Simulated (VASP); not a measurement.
# SiC (P6_3mc) in VASP: notebook

Runs on SiC. Level: r2SCAN. Tasks: single point.

Everything below comes from runs of VASP 6.6.1. Logs are shortened: lines on timing, memory, paths and dates and some standing lists are left out, and cuts for length are marked.

### Step 1. The cell of the first run

The structure is hexagonal, space group P6_3mc (No. 186). Conventional cell: a = 3.078 Å, b = 3.078 Å, c = 10.883 Å, α = 90.00°, β = 90.00°, γ = 120.00°. Within 2.5 Å of Si (site symmetry 3m) lie 4 C at 1.90 to 2.05 Å. Si (site symmetry 3m) has 4 C at 1.90 to 2.04 Å within 2.5 Å. Within 2.5 Å of C (site symmetry 3m) lie 4 Si at 1.90 to 2.05 Å. C (site symmetry 3m) has 4 Si at 1.90 to 2.04 Å within 2.5 Å.

### Step 2. Single point, r2SCAN (strain +0.000 along x and y, +0.080 along z)

Input file POSCAR:

```
SiC
1.0
    3.0775593349      0.0000000000      0.0000000000
   -1.5387796674      2.6652445657      0.0000000000
    0.0000000000      0.0000000000     10.8829106734
Si C
4 4
Direct
    0.6666666667      0.3333333333      0.9378376197
    0.3333333333      0.6666666667      0.4378376197
    0.0000000000      0.0000000000      0.6878931817
    0.0000000000      0.0000000000      0.1878931817
    0.6666666667      0.3333333333      0.7498040034
    0.3333333333      0.6666666667      0.2498040034
    0.0000000000      0.0000000000      0.5004641952
    0.0000000000      0.0000000000      0.0004641952
```

Input file INCAR.step1:

```
  PREC = Accurate
  ENCUT = 520
  ISMEAR = 0
  SIGMA = 0.05
  LREAL = F
  LASPH = T
  NELM = 80
  NBANDS = 26
  GGA = PE
  ALGO = Normal
  EDIFF = 1E-4
  LWAVE = T
  LCHARG = F
```

Input file INCAR.step2:

```
  PREC = Accurate
  ENCUT = 520
  EDIFF = 1E-6
  ISMEAR = 0
  SIGMA = 0.05
  LREAL = F
  LASPH = T
  NELM = 80
  ALGO = Normal
  ISIF = 2
  LWAVE = F
  LCHARG = F
  METAGGA = R2SCAN
  LMIXTAU = T
  NBANDS = 26
  ISTART = 1
```

Input file KPOINTS:

```
Automatic mesh
0
Gamma
  12 12 4
```

Potentials or basis: VASP PAW PBE potentials, release 64 (Si, C).

Run with:

```console
$ cat potpaw_PBE.64/Si/POTCAR potpaw_PBE.64/C/POTCAR > POTCAR
$ cp INCAR.step1 INCAR
$ mpirun -np 1 vasp_std > vasp.out
$ cp INCAR.step2 INCAR
$ mpirun -np 1 vasp_std > vasp.out
```

OUTCAR:

```text
PREC = Accurate
   ENCUT = 520
   EDIFF = 1E-6
   ISMEAR = 0
   LREAL = F
   LASPH = T
   NELM = 80
   ISIF = 2
   METAGGA = R2SCAN
   ISTART = 1

 ion  position               nearest neighbor table
   1  0.667  0.333  0.938-   8 1.90   8 1.90   8 1.90   5 2.05
   2  0.333  0.667  0.438-   7 1.90   7 1.90   7 1.90   6 2.05
   3  0.000  0.000  0.688-   5 1.90   5 1.90   5 1.90   7 2.04
   4  0.000  0.000  0.188-   6 1.90   6 1.90   6 1.90   8 2.04
   5  0.667  0.333  0.750-   3 1.90   3 1.90   3 1.90   1 2.05
   6  0.333  0.667  0.250-   4 1.90   4 1.90   4 1.90   2 2.05
   7  0.000  0.000  0.500-   2 1.90   2 1.90   2 1.90   3 2.04
   8  0.000  0.000  0.000-   1 1.90   1 1.90   1 1.90   4 2.04

  LATTYP: Found a hexagonal cell.
 ALAT       =     3.0775593349
 C/A-ratio  =     3.5362147368

  Lattice vectors:

 A1 = (   3.0775593349,   0.0000000000,   0.0000000000)
 A2 = (  -1.5387796674,   2.6652445657,   0.0000000000)
 A3 = (   0.0000000000,   0.0000000000,  10.8829106734)

Analysis of symmetry for initial positions (statically):
=====================================================================
 Subroutine PRICEL returns:
 Original cell was already a primitive cell.

 Routine SETGRP: Setting up the symmetry group for a
 hexagonal supercell.

 Subroutine GETGRP returns: Found 12 space group operations
 (whereof  6 operations were pure point group operations)
 out of a pool of 24 trial point group operations.

The static configuration has the point symmetry C_3v.
 The point group associated with its full space group is C_6v.

Analysis of symmetry for dynamics (positions and initial velocities):
=====================================================================
 Subroutine PRICEL returns:
 Original cell was already a primitive cell.

 Routine SETGRP: Setting up the symmetry group for a
 hexagonal supercell.

 Subroutine GETGRP returns: Found 12 space group operations
 (whereof  6 operations were pure point group operations)
 out of a pool of 24 trial point group operations.

The dynamic configuration has the point symmetry C_3v.
 The point group associated with its full space group is C_6v.

 Subroutine INISYM returns: Found 12 space group operations
 (whereof  6 operations are pure point group operations),
 and found     1 'primitive' translations

[... 109 lines left out ...]
   NSW    =      0    number of steps for IOM
   IBRION =     -1    ionic relax: 0-MD 1-quasi-New 2-CG
   NFREE  =      0    steps in history (QN), initial steepest desc. (CG)
   ISIF   =      2    stress and relaxation
   ISYM   =      2    0-nonsym 1-usesym 2-fastsym
   POTIM  = 0.5000    time-step for ionic-motion
   TEBEG  =    0.0;   TEEND  =   0.0 temperature during run
   PSTRESS=    0.0 pullay stress
   NELECT =      32.0000    total number of electrons
   NUPDOWN=      -1.0000    fix difference up-down
   EMIN   =  10.00;   EMAX   =-10.00  energy-range for DOS
   EFERMI =   0.00;   METHOD = LEGACY
   ISMEAR =     0;   SIGMA  =   0.05  broadening in eV -4-tet -1-fermi 0-gaus
   EFERMI_NEDOS =   21; number of points for ismear=-14 and -15
   IALGO  =     38    algorithm
   IMIX   =      4    mixing-type and parameters
     AMIX     =   0.40;   BMIX     =  1.00
     AMIX_MAG =   1.60;   BMIX_MAG =  1.00
  volume/ion in A,a.u.               =      11.16        75.30
  Fermi-wavevector in a.u.,A,eV,Ry     =   1.162952  2.197662 18.401315  1.352458
  Thomas-Fermi vector in A             =   2.299508
   LORBIT       =      0    0 simple, 1 ext, 2 COOP (PROOUT), +10 PAW based schemes
   METAGGA = R2SCAN    functional components
   LHFCALC =     F    Hartree Fock is set to
   AEXX    =    0.0000 exact exchange contribution
   IVDW    =     0    specifies the selected vdW correction
   LEPSILON=     F    determine dielectric tensor
   LRPA    =     F    only Hartree local field effects (RPA)
 non-spin polarized calculation
 Gauss-broadening in eV      SIGMA  =   0.05
  energy-cutoff  :      520.00
  volume of cell :       89.27
 maximum number of plane-waves:      2420
 NGX is ok and might be reduce to    24
   NGX = 11   NGY = 11   NGZ = 41

 number of electron      31.9999998 magnetization

 Free energy of the ion-electron system (eV)
  ---------------------------------------------------
  ext. energy  EPLUGINS =         0.00000000
  ---------------------------------------------------
  free energy    TOTEN  =       -76.47841479 eV

  energy without entropy =      -76.47841479  energy(sigma->0) =      -76.47841479

 E-fermi :   7.5480     XC(G=0): -11.5955

 val. band max:        7.3471700224   @ k =   0.0000   0.0000   0.0000
 cond. band min:       9.5043909788   @ k =   0.5000   0.0000   0.0000
 fundamental gap:      2.1572209565
 Fermi energy:         7.5479614442

 k-point     1 :       0.0000    0.0000    0.0000
  band No.  band energies     occupation
      1      -8.4609      2.00000
      2      -7.4577      2.00000
      3      -7.4510      2.00000
      4      -5.6865      2.00000
      5      -1.3323      2.00000
      6       2.2867      2.00000
[... 685 lines left out ...]
     25      15.6772      0.00000
     26      16.3414      0.00000

 [... further k-points ...]

------------------------ aborting loop because EDIFF is reached ----------------------------------------

  FORCE on cell =-STRESS in cart. coord.  units (eV):
  Direction    XX          YY          ZZ          XY          YZ          ZX
  --------------------------------------------------------------------------------------
  -------------------------------------------------------------------------------------
  Total       -1.1914980     -1.1914980    -20.2356886     -0.0000000      0.0000000     -0.0000000
  in kB      -21.3852990    -21.3852990   -363.1951189     -0.0000000      0.0000000     -0.0000000
  external PRESSURE =    -135.3219056 kB  Pullay stress =       0.0000000 kB

 VOLUME and BASIS-vectors are now :
 -----------------------------------------------------------------------------
  energy-cutoff  :      520.00
  volume of cell :       89.27
      direct lattice vectors                 reciprocal lattice vectors
     3.077559335  0.000000000  0.000000000     0.324932809  0.187600045  0.000000000
    -1.538779667  2.665244566  0.000000000     0.000000000  0.375200090  0.000000000
     0.000000000  0.000000000 10.882910673     0.000000000  0.000000000  0.091887183

 POSITION                                       TOTAL-FORCE (eV/Angst)
 -----------------------------------------------------------------------------------
      1.53878      0.88841     10.20640        -0.000000     -0.000000     -0.046519
     -0.00000      1.77683      4.76495         0.000000      0.000000     -0.046519
      0.00000      0.00000      7.48628         0.000000     -0.000000     -0.144325
      0.00000      0.00000      2.04482        -0.000000      0.000000     -0.144325
      1.53878      0.88841      8.16005        -0.000000     -0.000000      0.120461
     -0.00000      1.77683      2.71859         0.000000      0.000000      0.120461
      0.00000      0.00000      5.44651         0.000000     -0.000000      0.070383
      0.00000      0.00000      0.00505        -0.000000     -0.000000      0.070383
 -----------------------------------------------------------------------------------
    total drift:                               -0.000000     -0.000000      0.000501

  FREE ENERGIE OF THE ION-ELECTRON SYSTEM (eV)
  ---------------------------------------------------
  free  energy   TOTEN  =       -76.4784147872 eV

  energy  without entropy=      -76.4784147872  energy(sigma->0) =      -76.47841479
```

It took 9 min on 1 thread of AMD EPYC 7R13 (Zen 3), shared host; peak memory 0.24 GiB.

Results:

```
Free energy            : -76.4784 eV
Pressure               : -13.5 GPa
Largest force          : 0.144 eV/Å
Band gap on the k mesh : 2.16 eV, indirect (least direct gap 3.53 eV)
```

Forces in eV/Å, atoms in the order of the input:
```
Si   0.000  0.000 -0.047
Si   0.000  0.000 -0.047
Si   0.000  0.000 -0.144
Si   0.000  0.000 -0.144
C    0.000  0.000  0.120
C    0.000  0.000  0.120
C    0.000  0.000  0.070
C    0.000  0.000  0.070
```

Caveat: the cell differs from its parent crystal (strain +0.000 along x and y, +0.080 along z); the PAW data sets were made with another functional, which shifts forces and pressure a little. A k mesh can miss the band edges.

### Step 3. Single point, r2SCAN (strain +0.040 along x and y, +0.000 along z)

Changes to POSCAR since step 2:

```diff
@@ -2,5 +2,5 @@
 1.0
-    3.0775593349      0.0000000000      0.0000000000
-   -1.5387796674      2.6652445657      0.0000000000
-    0.0000000000      0.0000000000     10.8829106734
+    3.2006617083      0.0000000000      0.0000000000
+   -1.6003308541      2.7718543483      0.0000000000
+    0.0000000000      0.0000000000     10.0767691420
 Si C
```

Input file INCAR.step1:

```
SYSTEM = SiC
  ALGO = Normal
  EDIFF = 1E-4
  ENCUT = 520
  GGA = PE
  ISMEAR = 0
  LASPH = .True.
  LCHARG = .False.
  LREAL = .False.
  LWAVE = .True.
  NBANDS = 26
  NELM = 80
  PREC = Accurate
  SIGMA = 0.05
```

Input file INCAR.step2:

```
SYSTEM = SiC
  ALGO = Normal
  EDIFF = 1E-7
  ENCUT = 520
  ISIF = 2
  ISMEAR = 0
  ISTART = 1
  LASPH = .True.
  LCHARG = .True.
  LELF = .True.
  LMIXTAU = .True.
  LREAL = .False.
  LVHAR = .True.
  LWAVE = .False.
  METAGGA = R2SCAN
  NBANDS = 26
  NELM = 80
  PREC = Accurate
  SIGMA = 0.05
```

Input file KPOINTS:

```
k-points
0
Gamma
  12 12 4
  0 0 0
```

Potentials or basis: VASP PAW PBE potentials, release 64 (Si, C).

Run with:

```console
$ cat potpaw_PBE.64/Si/POTCAR potpaw_PBE.64/C/POTCAR > POTCAR
$ cp INCAR.step1 INCAR
$ mpirun -np 1 vasp_std > vasp.out
$ cp INCAR.step2 INCAR
$ mpirun -np 1 vasp_std > vasp.out
```

It took 9.9 min on 1 thread of AMD EPYC 7R13 (Zen 3), shared host; peak memory 0.24 GiB.

The run converged. Its results:

| Quantity | Value |
| --- | --- |
| Free energy | -76.8201 eV |
| Pressure | -15.1 GPa |
| Largest force | 0.279 eV/Å |
| Band gap on the k mesh | 2.44 eV, indirect (least direct gap 3.57 eV) |

Forces in eV/Å, atoms in the order of the input:
```
Si   0.000  0.000  0.248
Si   0.000  0.000  0.248
Si   0.000  0.000  0.255
Si   0.000  0.000  0.255
C    0.000  0.000 -0.279
C    0.000  0.000 -0.279
C    0.000  0.000 -0.224
C    0.000  0.000 -0.224
```

Stress tensor (GPa, compression positive):
```
-21.47   0.00   0.00
  0.00 -21.47   0.00
  0.00   0.00  -2.31
```

Levels at points of the mesh, in eV from the valence-band top:
```csv
k point,band 14,band 15,band 16,band 17,band 18,band 19
"(0.00, 0.00, 0.00)",-0.10,-0.10,0.00,4.31,4.98,5.68
"(0.50, 0.00, 0.00)",-2.13,-1.55,-1.13,2.44,2.60,4.25
"(0.00, 0.00, 0.50)",-0.35,-0.35,-0.35,4.55,4.55,6.06
"(0.50, 0.00, 0.50)",-2.48,-1.62,-1.62,2.78,2.78,4.50
```

Caveat: the cell differs from its parent crystal (strain +0.040 along x and y, +0.000 along z); the PAW data sets were made with another functional, which shifts forces and pressure a little. A k mesh can miss the band edges.

### Step 4. Single point, r2SCAN (strain +0.080 along x and y, -0.040 along z)

Changes to POSCAR since step 3:

```diff
@@ -2,5 +2,5 @@
 1.0
-    3.2006617083      0.0000000000      0.0000000000
-   -1.6003308541      2.7718543483      0.0000000000
-    0.0000000000      0.0000000000     10.0767691420
+    3.3237640817      0.0000000000      0.0000000000
+   -1.6618820408      2.8784641310      0.0000000000
+    0.0000000000      0.0000000000      9.6736983763
 Si C
```

Input file INCAR.step1:

```
SYSTEM = SiC
PREC     = Accurate       ! precision mode
ENCUT    = 520            ! plane-wave cutoff, eV
ISMEAR   = 0              ! smearing method
SIGMA    = 0.05           ! smearing width, eV
LREAL    = .FALSE.        ! projectors in reciprocal space
LASPH    = .TRUE.         ! aspherical terms in the spheres
NELM     = 60             ! most SCF steps
NBANDS   = 26             ! bands
GGA      = PE             ! functional
ALGO     = Normal         ! electronic algorithm
EDIFF    = 1E-4           ! SCF threshold, eV
LWAVE    = .TRUE.         ! write WAVECAR
LCHARG   = .FALSE.        ! write CHGCAR
```

Input file INCAR.step2:

```
SYSTEM = SiC
PREC     = Accurate       ! precision mode
ENCUT    = 520            ! plane-wave cutoff, eV
EDIFF    = 1E-6           ! SCF threshold, eV
ISMEAR   = 0              ! smearing method
SIGMA    = 0.05           ! smearing width, eV
LREAL    = .FALSE.        ! projectors in reciprocal space
LASPH    = .TRUE.         ! aspherical terms in the spheres
NELM     = 60             ! most SCF steps
ALGO     = Normal         ! electronic algorithm
ISIF     = 2              ! what is computed and relaxed
LWAVE    = .FALSE.        ! write WAVECAR
LCHARG   = .FALSE.        ! write CHGCAR
METAGGA  = R2SCAN         ! meta-GGA
LMIXTAU  = .TRUE.       
NBANDS   = 26             ! bands
ISTART   = 1
```

Input file KPOINTS:

```
regular mesh
0
G
  12 12 4
  0 0 0
```

Run with:

```console
$ cat potpaw_PBE.64/Si/POTCAR potpaw_PBE.64/C/POTCAR > POTCAR
$ cp INCAR.step1 INCAR
$ mpirun -np 1 vasp_std > vasp.out
$ cp INCAR.step2 INCAR
$ mpirun -np 1 vasp_std > vasp.out
```

Wall time 9.8 min (1 thread of AMD EPYC 7R13 (Zen 3), shared host); peak memory 0.26 GiB.

It converged, with:

```
Free energy            : -75.3843 eV
Pressure               : -17.2 GPa
Largest force          : 1.095 eV/Å
Band gap on the k mesh : 1.90 eV, indirect (least direct gap 2.86 eV)
```

Forces in eV/Å, atoms in the order of the input:
```
Si   0.000  0.000  0.964
Si   0.000  0.000  0.964
Si   0.000  0.000  1.062
Si   0.000  0.000  1.062
C    0.000  0.000 -1.095
C    0.000  0.000 -1.095
C    0.000  0.000 -0.931
C    0.000  0.000 -0.931
```

Stress tensor (GPa, compression positive):
```
-35.50   0.00   0.00
  0.00 -35.50   0.00
  0.00   0.00  19.48
```

Levels at points of the mesh, in eV from the valence-band top:
| k point | band 12 | band 13 | band 14 | band 15 | band 16 | band 17 | band 18 | band 19 | band 20 | band 21 |
| --- | --- | --- | --- | --- | --- | --- | --- | --- | --- | --- |
| (0.00, 0.00, 0.00) | -1.09 | -1.09 | -0.18 | -0.18 | 0.00 | 2.90 | 3.73 | 4.64 | 4.80 | 5.84 |
| (0.50, 0.00, 0.00) | -2.74 | -2.66 | -1.78 | -1.36 | -0.95 | 1.90 | 2.56 | 3.87 | 4.92 | 5.73 |
| (0.00, 0.00, 0.50) | -1.19 | -0.52 | -0.52 | -0.52 | -0.52 | 3.20 | 3.20 | 4.96 | 4.96 | 6.07 |
| (0.50, 0.00, 0.50) | -3.41 | -2.38 | -2.38 | -1.58 | -1.58 | 2.33 | 2.33 | 4.53 | 4.53 | 6.24 |

Caveat: the cell differs from its parent crystal (strain +0.080 along x and y, -0.040 along z); the PAW data sets were made with another functional, which shifts forces and pressure a little.

### Step 5. Single point, r2SCAN (strain +0.080 along x and y, +0.000 along z)

Changes to POSCAR since step 4:

```diff
@@ -4,3 +4,3 @@
    -1.6618820408      2.8784641310      0.0000000000
-    0.0000000000      0.0000000000      9.6736983763
+    0.0000000000      0.0000000000     10.0767691420
 Si C
```

Input file INCAR.step1:

```
SYSTEM = SiC
ALGO     = Normal         ! electronic algorithm
EDIFF    = 1E-4           ! SCF threshold, eV
ENCUT    = 520            ! plane-wave cutoff, eV
GGA      = PE             ! functional
ISMEAR   = 0              ! smearing method
LASPH    = .TRUE.         ! aspherical terms in the spheres
LCHARG   = .FALSE.        ! write CHGCAR
LREAL    = .FALSE.        ! projectors in reciprocal space
LWAVE    = .TRUE.         ! write WAVECAR
NBANDS   = 26             ! bands
NELM     = 60             ! most SCF steps
PREC     = Accurate       ! precision mode
SIGMA    = 0.05           ! smearing width, eV
```

Input file INCAR.step2:

```
SYSTEM = SiC
ALGO     = Normal         ! electronic algorithm
EDIFF    = 1E-7           ! SCF threshold, eV
ENCUT    = 520            ! plane-wave cutoff, eV
ISIF     = 2              ! what is computed and relaxed
ISMEAR   = 0              ! smearing method
ISTART   = 1            
LASPH    = .TRUE.         ! aspherical terms in the spheres
LCHARG   = .FALSE.        ! write CHGCAR
LMIXTAU  = .TRUE.       
LREAL    = .FALSE.        ! projectors in reciprocal space
LWAVE    = .FALSE.        ! write WAVECAR
METAGGA  = R2SCAN         ! meta-GGA
NBANDS   = 26             ! bands
NELM     = 60             ! most SCF steps
PREC     = Accurate       ! precision mode
SIGMA    = 0.05           ! smearing width, eV
```

Input file KPOINTS:

```
k-points
0
G
  12 12 4
  0 0 0
```

Run with:

```console
$ cat potpaw_PBE.64/Si/POTCAR potpaw_PBE.64/C/POTCAR > POTCAR
$ cp INCAR.step1 INCAR
$ mpirun -np 1 vasp_std > vasp.out
$ cp INCAR.step2 INCAR
$ mpirun -np 1 vasp_std > vasp.out
```

It took 14 min on 1 thread of AMD EPYC 7R13 (Zen 3), shared host; peak memory 0.28 GiB.

The run converged. Its results:

- Free energy: -75.5610 eV
- Pressure: -24.6 GPa
- Largest force: 0.389 eV/Å
- Band gap on the k mesh: 2.13 eV, indirect (least direct gap 3.16 eV)

Forces on the atoms (eV/Å):
```
Si   0.000  0.000  0.331
Si   0.000  0.000  0.331
Si   0.000  0.000  0.336
Si   0.000  0.000  0.336
C    0.000  0.000 -0.389
C    0.000  0.000 -0.389
C    0.000  0.000 -0.278
C    0.000  0.000 -0.278
```

Stress tensor (GPa, compression positive):
```
-35.01   0.00   0.00
  0.00 -35.01   0.00
  0.00   0.00  -3.69
```

Levels at points of the mesh, in eV from the valence-band top:
```csv
k point,band 14,band 15,band 16,band 17,band 18,band 19
"(0.00, 0.00, 0.00)",-0.12,-0.12,0.00,3.16,3.88,4.63
"(0.50, 0.00, 0.00)",-1.91,-1.43,-1.03,2.13,2.55,3.86
"(0.00, 0.00, 0.50)",-0.41,-0.41,-0.41,3.42,3.42,4.92
"(0.50, 0.00, 0.50)",-2.36,-1.55,-1.55,2.51,2.51,4.32
```

Caveat: the cell differs from its parent crystal (strain +0.080 along x and y, +0.000 along z); the PAW data sets were made with another functional, which shifts forces and pressure a little.

### Step 6. Overview

| cell | gap on the mesh (eV) | pressure (GPa) | largest force (eV/Å) |
| --- | --- | --- | --- |
| a = 3.078, b = 3.078, c = 10.883 Å, angles 90.0, 90.0, 120.0°, 8 atoms | 2.16 | -13.5 | 0.14 |
| a = 3.201, b = 3.201, c = 10.077 Å, angles 90.0, 90.0, 120.0°, 8 atoms | 2.44 | -15.1 | 0.28 |
| a = 3.324, b = 3.324, c = 9.674 Å, angles 90.0, 90.0, 120.0°, 8 atoms | 1.90 | -17.2 | 1.10 |
| a = 3.324, b = 3.324, c = 10.077 Å, angles 90.0, 90.0, 120.0°, 8 atoms | 2.13 | -24.6 | 0.39 |

Alike in all rows: task single point; level r2SCAN; potentials or basis VASP PAW PBE potentials, release 64 (Si, C); no spin polarisation; k mesh 12 × 12 × 4; cutoff (eV) 520; smearing gaussian 0.05 eV.

Caveats: the PAW data sets were made with another functional, which shifts forces and pressure a little.

Total energies depend on the potentials used, so only differences within one code and one set of settings carry meaning.
